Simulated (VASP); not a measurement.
Crystal: Cr.

```xyz
4
Lattice="2.6607 0.0000 0.0000 -1.3304 2.3043 0.0000 0.0000 0.0000 7.5708" Properties=species:S:1:pos:R:3 pbc="T T T"
Cr    0.0000    0.0000    0.0000
Cr    0.0000    1.5362    1.8927
Cr    0.0000    0.0000    3.7854
Cr    1.3304    0.7681    5.6781
```

This isn't the form of Cr at room conditions, which is bcc.

```yaml
Program: VASP 6.6.1
Task: relaxation of cell and atoms
Functional: PBE
Dispersion: D3(BJ)
Potentials_or_basis: VASP PAW PBE potentials, release 64 (Cr_pv)
Cutoff: 600 eV
k_mesh: 18 × 18 × 6
Occupations: gaussian, width 0.1 eV
Spin: no spin polarisation
```

At the start: pressure -0.9 GPa; volume 11.60 Å³/atom.

Where does the relaxation end?

Over 5 steps the energy falls by 2.1 meV/atom and the volume is 11.57 Å³/atom (-0.3 %); space group P6_3/mmc (No. 194, to 0.1 Å) before and after.

The path:
```
step  energy change (eV)  largest force (eV/Å)  pressure (GPa)  volume (Å³)
   1              0.0000                0.0000           -0.93        46.42
   2             -0.0057                0.0000            1.66        45.96
   3             -0.0057                0.0000            1.43        46.00
   4             -0.0082                0.0000           -0.38        46.37
   5             -0.0085                0.0000            0.10        46.28
```

Final structure:
```
CELL_PARAMETERS angstrom
2.67765 0.00000 0.00000
-1.33882 2.31891 0.00000
0.00000 0.00000 7.45328
ATOMIC_POSITIONS crystal
Cr 0.00000 0.00000 0.00000
Cr 0.33333 0.66667 0.25000
Cr 0.00000 0.00000 0.50000
Cr 0.66667 0.33333 0.75000
```

Caveat: the run has no spin polarisation, though such a crystal can be magnetic.
